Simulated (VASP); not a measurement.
# Rb (Im-3m) in VASP: a series of runs, part 2 of 2

VASP 6.6.1. Earlier steps stand in the parts before.

### 4 Relaxation of cell and atoms, PBEsol

This run uses another cell than the first one, of 88.04 Å³/atom.

Contents of INCAR:

```
PREC     = Accurate       # precision mode
ENCUT    = 600            # plane-wave cutoff, eV
EDIFF    = 1E-6           # SCF threshold, eV
ISMEAR   = -1             # smearing method
SIGMA    = 0.05           # smearing width, eV
LREAL    = False          # projectors in reciprocal space
LASPH    = True           # aspherical terms in the spheres
NELM     = 100            # most SCF steps
ALGO     = Normal         # electronic algorithm
ISIF     = 3              # what is computed and relaxed
LWAVE    = False          # write WAVECAR
LCHARG   = False          # write CHGCAR
GGA      = PS             # functional
IBRION   = 2              # ionic algorithm
NSW      = 60             # ionic steps
EDIFFG   = -0.01          # ionic threshold
```

Contents of KPOINTS:

```
regular mesh
0
Gamma
  7 7 7
```

Contents of POSCAR:

```
Rb
1.0
   -2.8025000000      2.8025000000      2.8025000000
    2.8025000000     -2.8025000000      2.8025000000
    2.8025000000      2.8025000000     -2.8025000000
Rb
1
Direct
    0.0000000000      0.0000000000      0.0000000000
```

The run is started by

```sh
$ cat potpaw_PBE.64/Rb_sv/POTCAR > POTCAR
$ mpirun -np 1 vasp_std > vasp.out
```

Run time: 53 s. Hardware: 1 thread of Intel Xeon 8259CL, shared host; peak memory 0.24 GiB.

It converged, with:

```
Free energy                           : -1.0307 eV
Relaxed volume                        : 86.34 Å³/atom
Relaxed cell                          : a = 4.823 Å, b = 4.823 Å, c = 4.823 Å, α = 109.47°, β = 109.47°, γ = 109.47°
Space group after relaxing (to 0.1 Å) : Im-3m (No. 229)
Energy gained by relaxing             : 0.4 meV/atom
Ionic steps                           : 3
Pressure after relaxing               : 0.0 GPa
Band gap on the k mesh                : zero (an odd number of electrons rules out a gap without spin polarisation)
```

The path:
| step | energy change (eV) | largest force (eV/Å) | pressure (GPa) | volume (Å³) |
| --- | --- | --- | --- | --- |
| 1 | 0.0000 | 0.0000 | -0.06 | 88.04 |
| 2 | -0.0001 | 0.0000 | -0.05 | 87.62 |
| 3 | -0.0004 | 0.0000 | -0.01 | 86.34 |

Final structure:
```
Rb
1.0
    -2.78435    2.78435    2.78435
     2.78435   -2.78435    2.78435
     2.78435    2.78435   -2.78435
Rb
1
Cartesian
  0.0000 0.0000 0.0000
```

Levels at points of the mesh, in eV from the Fermi level:
```tsv
k point	band 1	band 2	band 3	band 4	band 5	band 6	band 7	band 8
(0.00, 0.00, 0.00)	-28.82	-12.86	-12.86	-12.86	-2.04	3.74	3.74	3.74
```

Caveat: the PAW data sets were made with another functional, which shifts forces and pressure a little.

### 5 Single point, PBE+D3(BJ), non-collinear spin, zero start, spin-orbit coupling (77.48 Å³/atom)

This run uses another cell than the first one, of 77.48 Å³/atom.

Contents of INCAR:

```
SYSTEM = Rb
PREC = Accurate
ENCUT = 500
EDIFF = 1E-6
ISMEAR = -1
SIGMA = 0.05
LREAL = .False.
LASPH = .True.
NELM = 200
ALGO = Normal
ISIF = 2
LWAVE = .False.
LCHARG = .True.
MAGMOM = 0 0 0
LORBIT = 11
LSORBIT = .True.
GGA_COMPAT = .False.
LORBMOM = .True.
GGA = PE
IVDW = 12
LVHAR = .True.
NBANDS = 20
```

Contents of KPOINTS:

```
Automatic mesh
0
Gamma
  7 7 7
  0 0 0
```

Contents of POSCAR:

```
Rb
1.0
   -2.6855908300      2.6855908300      2.6855908300
    2.6855908300     -2.6855908300      2.6855908300
    2.6855908300      2.6855908300     -2.6855908300
Rb
1
Direct
    0.0000000000      0.0000000000      0.0000000000
```

Potentials or basis: VASP PAW PBE potentials, release 64 (Rb_sv).

The run is started by

```sh
$ cat potpaw_PBE.64/Rb_sv/POTCAR > POTCAR
$ mpirun -np 1 vasp_ncl > vasp.out
```

OUTCAR:

```text
SYSTEM = Rb
   PREC = Accurate
   ENCUT = 500
   EDIFF = 1E-6
   ISMEAR = -1
   LREAL = .False.
   LASPH = .True.
   NELM = 200
   ISIF = 2
   LORBIT = 11
   LSORBIT = .True.
   GGA = PE
   IVDW = 12
 IVDW          = 12

 ion  position               nearest neighbor table
   1  0.000  0.000  0.000-

  LATTYP: Found a body centered cubic cell.
 ALAT       =     5.3711816600

  Lattice vectors:

 A1 = (  -2.6855908300,   2.6855908300,   2.6855908300)
 A2 = (   2.6855908300,  -2.6855908300,   2.6855908300)
 A3 = (   2.6855908300,   2.6855908300,  -2.6855908300)

Analysis of symmetry for initial positions (statically):
=====================================================================
[... 704 lines left out ...]
  1         0.000   0.000   0.000
 ----------------------------------------
            0.000   0.000   0.000

 Spin-Orbit-Coupling matrix elements

 Ion:    1  E_soc:     -0.0532625
 l=   1
     0.0000000    -0.0088771    -0.0088771
    -0.0088771     0.0000000    -0.0088771
    -0.0088771    -0.0088771     0.0000000
 l=   2
     0.0000000     0.0000000     0.0000000     0.0000000    -0.0000000
     0.0000000     0.0000000    -0.0000000     0.0000000    -0.0000000
     0.0000000    -0.0000000     0.0000000    -0.0000000     0.0000000
     0.0000000     0.0000000    -0.0000000     0.0000000    -0.0000000
    -0.0000000    -0.0000000     0.0000000    -0.0000000     0.0000000
 l=   3
     0.0000000     0.0000000     0.0000000     0.0000000     0.0000000     0.0000000     0.0000000
     0.0000000     0.0000000     0.0000000     0.0000000     0.0000000     0.0000000     0.0000000
     0.0000000     0.0000000     0.0000000     0.0000000     0.0000000     0.0000000     0.0000000
     0.0000000     0.0000000     0.0000000     0.0000000     0.0000000     0.0000000     0.0000000
     0.0000000     0.0000000     0.0000000     0.0000000     0.0000000     0.0000000     0.0000000
     0.0000000     0.0000000     0.0000000     0.0000000     0.0000000     0.0000000     0.0000000
     0.0000000     0.0000000     0.0000000     0.0000000     0.0000000     0.0000000     0.0000000

 total charge

# of ion       s       p       d       tot
------------------------------------------
    1        1.969   5.317   0.007   7.293

 magnetization (x)

# of ion       s       p       d       tot
------------------------------------------
    1       -0.000   0.000   0.000  -0.000

 magnetization (y)

# of ion       s       p       d       tot
------------------------------------------
    1        0.000   0.000  -0.000   0.000

 magnetization (z)

# of ion       s       p       d       tot
------------------------------------------
    1       -0.000   0.000  -0.000  -0.000
```

stdout:

```text
POSCAR found type information on POSCAR Rb
 POSCAR found :  1 types and       1 ions
 scaLAPACK will be used
 LDA part: xc-table for (Slater+PW92), standard interpolation
 POSCAR, INCAR and KPOINTS ok, starting setup
 FFT: planning ... GRIDC
 FFT: planning ... GRID_SOFT
 FFT: planning ... GRID
 WAVECAR not read
 entering main loop
```

Run time: 42 s. Hardware: 1 thread of AMD EPYC 9R45 (Zen 5), shared host; peak memory 0.36 GiB.

What came out:

| Quantity | Value |
| --- | --- |
| Free energy | -1.0654 eV |
| Pressure | 0.3 GPa |
| Net moment | 0.00 μB per cell |
| Valence electrons inside the program's atomic spheres | Rb 7.29 |
| Dispersion energy per atom | -0.119 eV |

Moments on the atoms (μB; x, y, z):
```
Rb  0.00 0.00 0.00
```

### 6 Summary

```csv
task,level,spin,cell,cutoff (eV),gap on the mesh (eV),pressure (GPa)
single point,PBEsol,off,"a = 4.284 Å, angles 109.5°, 1 atom",520,none,2.0
single point,PBEsol,off,"a = 4.817 Å, angles 109.5°, 1 atom",520,none,0.0
relaxation of cell and atoms,PBEsol,off,"relaxed from a = 4.854 Å, angles 109.5°, 1 atom",600,none,0.0
single point,PBE+D3(BJ),"non-collinear, zero start, SOC","a = 4.652 Å, angles 109.5°, 1 atom",500,-,0.3
```

Alike in all rows: potentials or basis VASP PAW PBE potentials, release 64 (Rb_sv); k mesh 7 × 7 × 7; smearing fermi-dirac 0.05 eV.

Caveats: the PAW data sets were made with another functional, which shifts forces and pressure a little (at least some runs).

Total energies depend on the potentials used, so only differences within one code and one set of settings carry meaning.
